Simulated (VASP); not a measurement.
# HfO2 (Fm-3m) in VASP: further runs

The runs below take HfO2 through single point, with PBEsol.

Everything below comes from runs of VASP 6.6.1. Logs are shortened: lines on timing, memory, paths and dates and some standing lists are left out, and cuts for length are marked.

## Step 1: The cell of the first run

It takes space group Fm-3m (No. 225, cubic). Conventional cell: a = 5.046 Å, b = 5.046 Å, c = 5.046 Å, α = 90.00°, β = 90.00°, γ = 90.00°. Hf (site symmetry m-3m) has 8 O at 2.18 Å within 2.9 Å. Within 2.9 Å of O (site symmetry -43m) lie 4 Hf at 2.18 Å and 6 O at 2.52 Å.

## Step 2: Single point, PBEsol

INCAR reads:

```
SYSTEM = HfO2
  ALGO = Normal
  EDIFF = 1E-6
  ENCUT = 520
  GGA = PS
  ISIF = 2
  ISMEAR = -1
  LASPH = .TRUE.
  LCHARG = .FALSE.
  LREAL = .FALSE.
  LWAVE = .FALSE.
  NBANDS = 18
  NELM = 60
  PREC = Accurate
  SIGMA = 0.05
```

KPOINTS reads:

```
k-points
0
G
  9 9 9
  0 0 0
```

POSCAR reads:

```
HfO2
1.0
    0.0000000000      2.5229349520      2.5229349520
    2.5229349520      0.0000000000      2.5229349520
    2.5229349520      2.5229349520      0.0000000000
Hf O
1 2
Direct
    0.0000000000      0.0000000000      0.0000000000
    0.7500000000      0.7500000000      0.7500000000
    0.2500000000      0.2500000000      0.2500000000
```

Potentials or basis: VASP PAW PBE potentials, release 64 (Hf_pv, O).

Launch:

```console
> cat potpaw_PBE.64/Hf_pv/POTCAR potpaw_PBE.64/O/POTCAR > POTCAR
> mpirun -np 1 vasp_std > vasp.out
```

OUTCAR:

```text
SYSTEM = HfO2
   EDIFF = 1E-6
   ENCUT = 520
   GGA = PS
   ISIF = 2
   ISMEAR = -1
   LASPH = .TRUE.
   LREAL = .FALSE.
   NELM = 60
   PREC = Accurate

 ion  position               nearest neighbor table
   1  0.000  0.000  0.000-   2 2.18   2 2.18   2 2.18   2 2.18   3 2.18   3 2.18   3 2.18   3 2.18

   2  0.750  0.750  0.750-   1 2.18   1 2.18   1 2.18   1 2.18
   3  0.250  0.250  0.250-   1 2.18   1 2.18   1 2.18   1 2.18

  LATTYP: Found a face centered cubic cell.
 ALAT       =     5.0458699040

  Lattice vectors:

 A1 = (   0.0000000000,   2.5229349520,   2.5229349520)
 A2 = (   2.5229349520,   0.0000000000,   2.5229349520)
 A3 = (   2.5229349520,   2.5229349520,   0.0000000000)

Analysis of symmetry for initial positions (statically):
=====================================================================
 Subroutine PRICEL returns:
 Original cell was already a primitive cell.

 Routine SETGRP: Setting up the symmetry group for a
 face centered cubic supercell.

 Subroutine GETGRP returns: Found 48 space group operations
 (whereof 48 operations were pure point group operations)
 out of a pool of 48 trial point group operations.

The static configuration has the point symmetry O_h .

Analysis of symmetry for dynamics (positions and initial velocities):
=====================================================================
 Subroutine PRICEL returns:
 Original cell was already a primitive cell.

 Routine SETGRP: Setting up the symmetry group for a
 face centered cubic supercell.

 Subroutine GETGRP returns: Found 48 space group operations
 (whereof 48 operations were pure point group operations)
 out of a pool of 48 trial point group operations.

The dynamic configuration has the point symmetry O_h .

 Subroutine INISYM returns: Found 48 space group operations
 (whereof 48 operations are pure point group operations),
 and found     1 'primitive' translations

----------------------------------------------------------------------------------------

                                     Primitive cell

  volume of cell :      32.1180

  direct lattice vectors                    reciprocal lattice vectors
     0.000000000  2.522934952  2.522934952    -0.198181883  0.198181883  0.198181883
     2.522934952  0.000000000  2.522934952     0.198181883 -0.198181883  0.198181883
     2.522934952  2.522934952  0.000000000     0.198181883  0.198181883 -0.198181883

  length of vectors
     3.567968826  3.567968826  3.567968826     0.343261091  0.343261091  0.343261091

  position of ions in fractional coordinates (direct lattice)
     0.000000000  0.000000000  0.000000000
     0.750000000  0.750000000  0.750000000
     0.250000000  0.250000000  0.250000000

  ion indices of the primitive-cell ions
   primitive index   ion index
                 1           1
                 2           2
                 3           3

----------------------------------------------------------------------------------------

 KPOINTS: k-points

Automatic generation of k-mesh.
 Grid dimensions read from file:
 generate k-points for:    9    9    9

 Generating k-lattice:

  Cartesian coordinates                     Fractional coordinates (reciprocal lattice)
    -0.022020209  0.022020209  0.022020209     0.111111111  0.000000000  0.000000000
     0.022020209 -0.022020209  0.022020209     0.000000000  0.111111111  0.000000000
     0.022020209  0.022020209 -0.022020209     0.000000000  0.000000000  0.111111111

  Length of vectors
     0.038140121  0.038140121  0.038140121

  Shift w.r.t. Gamma in fractional coordinates (k-lattice)
     0.000000000  0.000000000  0.000000000

 Subroutine IBZKPT returns following result:
 ===========================================

 Found     35 irreducible k-points:

 Following reciprocal coordinates:
            Coordinates               Weight
  0.000000  0.000000  0.000000      1.000000
  0.111111  0.000000  0.000000      8.000000
  0.222222  0.000000  0.000000      8.000000
  0.333333  0.000000  0.000000      8.000000
  0.444444  0.000000  0.000000      8.000000
  0.111111  0.111111  0.000000      6.000000
[... 16 lines left out ...]
 -0.333333  0.333333  0.000000     12.000000
  0.444444  0.444444  0.000000      6.000000
 [... further k-points ...]
   k-points           NKPTS =     35   k-points in BZ     NKDIM =     35   number of bands    NBANDS=     18
   number of dos      NEDOS =    301   number of ions     NIONS =      3
   total plane-waves  NPLWV =  21952
   dimension x,y,z NGX =    28 NGY =   28 NGZ =   28
   dimension x,y,z NGXF=    56 NGYF=   56 NGZF=   56
   ions per type =               1   2
   NGX,Y,Z   is equivalent  to a cutoff of  13.05, 13.05, 13.05 a.u.
   NGXF,Y,Z  is equivalent  to a cutoff of  26.09, 26.09, 26.09 a.u.
 SYSTEM =  HfO2
   PREC   = accura    normal or accurate (medium, high low for compatibility)
   ISTART =      0    job   : 0-new  1-cont  2-samecut
   ICHARG =      2    charge: 1-file 2-atom 10-const
   ISPIN  =      1    spin polarized calculation?
   LNONCOLLINEAR =      F non collinear calculations
   LSORBIT =      F    spin-orbit coupling
   LASPH  =      T    aspherical Exc in radial PAW
   ENCUT  =  520.0 eV  38.22 Ry    6.18 a.u.   6.63  6.63  6.63*2*pi/ulx,y,z
   NELM   =     60;   NELMIN=  2; NELMDL= -5     # of ELM steps
   EDIFF  = 0.1E-05   stopping-criterion for ELM
   LREAL  =      F    real-space projection
   EDIFFG = 0.1E-04   stopping-criterion for IOM
   NSW    =      0    number of steps for IOM
   IBRION =     -1    ionic relax: 0-MD 1-quasi-New 2-CG
   NFREE  =      0    steps in history (QN), initial steepest desc. (CG)
   ISIF   =      2    stress and relaxation
   ISYM   =      2    0-nonsym 1-usesym 2-fastsym
   POTIM  = 0.5000    time-step for ionic-motion
   TEBEG  =    0.0;   TEEND  =   0.0 temperature during run
   PSTRESS=    0.0 pullay stress
   NELECT =      22.0000    total number of electrons
   NUPDOWN=      -1.0000    fix difference up-down
   EMIN   =  10.00;   EMAX   =-10.00  energy-range for DOS
   EFERMI =   0.00;   METHOD = LEGACY
   ISMEAR =    -1;   SIGMA  =   0.05  broadening in eV -4-tet -1-fermi 0-gaus
   EFERMI_NEDOS =   21; number of points for ismear=-14 and -15
   IALGO  =     38    algorithm
   IMIX   =      4    mixing-type and parameters
     AMIX     =   0.40;   BMIX     =  1.00
     AMIX_MAG =   1.60;   BMIX_MAG =  1.00
  volume/ion in A,a.u.               =      10.71        72.25
  Fermi-wavevector in a.u.,A,eV,Ry     =   1.443111  2.727084 28.335068  2.082569
  Thomas-Fermi vector in A             =   2.561555
   LORBIT       =      0    0 simple, 1 ext, 2 COOP (PROOUT), +10 PAW based schemes
   GGA     = PS    functional components
   LHFCALC =     F    Hartree Fock is set to
   AEXX    =    0.0000 exact exchange contribution
   IVDW    =     0    specifies the selected vdW correction
   LEPSILON=     F    determine dielectric tensor
   LRPA    =     F    only Hartree local field effects (RPA)
 non-spin polarized calculation
  energy-cutoff  :      520.00
  volume of cell :       32.12
 maximum number of plane-waves:       893
   NGX = 13   NGY = 13   NGZ = 13

 number of electron      21.9999993 magnetization

 Free energy of the ion-electron system (eV)
  ---------------------------------------------------
  ext. energy  EPLUGINS =         0.00000000
  ---------------------------------------------------
  free energy    TOTEN  =       -31.63149792 eV

  energy without entropy =      -31.63149792  energy(sigma->0) =      -31.63149792

 E-fermi :   5.3413     XC(G=0): -12.1814

 val. band max:        4.2013759718   @ k =  -0.4444   0.4444   0.0000
 cond. band min:       8.0257654202   @ k =   0.4444   0.4444   0.0000
 fundamental gap:      3.8243894484
 Fermi energy:         5.3413469982

 k-point     1 :       0.0000    0.0000    0.0000
  band No.  band energies     occupation
      1     -25.3065      2.00000
      2     -25.3065      2.00000
      3     -25.3065      2.00000
      4     -14.5242      2.00000
      5     -11.3512      2.00000
      6      -1.2355      2.00000
[... 10 lines left out ...]
     17      14.8545      0.00000
     18      17.8619      0.00000

 k-point     2 :       0.1111    0.0000    0.0000
  band No.  band energies     occupation
      1     -25.3657      2.00000
      2     -25.3128      2.00000
      3     -25.3128      2.00000
      4     -14.3483      2.00000
      5     -11.4967      2.00000
      6      -1.1124      2.00000
[... 10 lines left out ...]
     17      14.6255      0.00000
     18      17.7980      0.00000

 k-point     3 :       0.2222    0.0000    0.0000
  band No.  band energies     occupation
      1     -25.5104      2.00000
      2     -25.3289      2.00000
      3     -25.3289      2.00000
      4     -13.9099      2.00000
      5     -11.8132      2.00000
      6      -0.7948      2.00000
[... 10 lines left out ...]
     17      14.1770      0.00000
     18      17.1098      0.00000

 k-point     4 :       0.3333    0.0000    0.0000
  band No.  band energies     occupation
      1     -25.6666      2.00000
      2     -25.3472      2.00000
      3     -25.3472      2.00000
      4     -13.4608      2.00000
      5     -12.0511      2.00000
      6      -0.4335      2.00000
[... 375 lines left out ...]
      4     -12.6387      2.00000
      5     -12.3509      2.00000
      6      -1.7353      2.00000
[... 10 lines left out ...]
     17      16.4275      0.00000
     18      17.7584      0.00000

 k-point    23 :      -0.3333    0.3333    0.0000
  band No.  band energies     occupation
      1     -25.6409      2.00000
      2     -25.6099      2.00000
      3     -25.3976      2.00000
      4     -12.6665      2.00000
      5     -12.3604      2.00000
      6      -1.3058      2.00000
[... 10 lines left out ...]
     17      16.1722      0.00000
     18      17.6707      0.00000

 k-point    24 :       0.4444    0.4444    0.0000
  band No.  band energies     occupation
      1     -25.7904      2.00000
      2     -25.4366      2.00000
      3     -25.4366      2.00000
      4     -12.6726      2.00000
      5     -12.3141      2.00000
      6      -2.2641      2.00000
[... 10 lines left out ...]
     17      16.2668      0.00000
     18      17.8179      0.00000

 [... further k-points ...]

------------------------ aborting loop because EDIFF is reached ----------------------------------------

  FORCE on cell =-STRESS in cart. coord.  units (eV):
  Direction    XX          YY          ZZ          XY          YZ          ZX
  --------------------------------------------------------------------------------------
  -------------------------------------------------------------------------------------
  Total       -0.8079623     -0.8079623     -0.8079623     -0.0000000     -0.0000000     -0.0000000
  in kB      -40.3044985    -40.3044985    -40.3044985     -0.0000000     -0.0000000     -0.0000000
  external PRESSURE =     -40.3044985 kB  Pullay stress =       0.0000000 kB

 VOLUME and BASIS-vectors are now :
 -----------------------------------------------------------------------------
  energy-cutoff  :      520.00
  volume of cell :       32.12
      direct lattice vectors                 reciprocal lattice vectors
     0.000000000  2.522934952  2.522934952    -0.198181883  0.198181883  0.198181883
     2.522934952  0.000000000  2.522934952     0.198181883 -0.198181883  0.198181883
     2.522934952  2.522934952  0.000000000     0.198181883  0.198181883 -0.198181883

 POSITION                                       TOTAL-FORCE (eV/Angst)
 -----------------------------------------------------------------------------------
      0.00000      0.00000      0.00000        -0.000000      0.000000     -0.000000
      3.78440      3.78440      3.78440         0.000000      0.000000      0.000000
      1.26147      1.26147      1.26147        -0.000000     -0.000000     -0.000000
 -----------------------------------------------------------------------------------
    total drift:                                0.000000      0.000000      0.000000

  FREE ENERGIE OF THE ION-ELECTRON SYSTEM (eV)
  ---------------------------------------------------
  free  energy   TOTEN  =       -31.6314979202 eV

  energy  without entropy=      -31.6314979202  energy(sigma->0) =      -31.63149792
```

Wall time 49 s (1 thread of AMD EPYC 7R13, shared host); peak memory 0.14 GiB.

What came out:

| Property | Result |
| --- | --- |
| Free energy | -31.6315 eV |
| Pressure | -4.0 GPa |
| Band gap on the k mesh | 3.82 eV, indirect (least direct gap 3.95 eV) |

Levels at points of the mesh, in eV from the valence-band top:
| k point | band 8 | band 9 | band 10 | band 11 | band 12 | band 13 | band 14 | band 15 |
| --- | --- | --- | --- | --- | --- | --- | --- | --- |
| (0.00, 0.00, 0.00) | -5.44 | -0.57 | -0.57 | -0.57 | 3.87 | 3.87 | 5.81 | 10.65 |

Caveat: the PAW data sets were made with another functional, which shifts forces and pressure a little; spin-orbit coupling is left out, which moves the levels of the heavy elements.

(Part 1 of 2 ends here.)
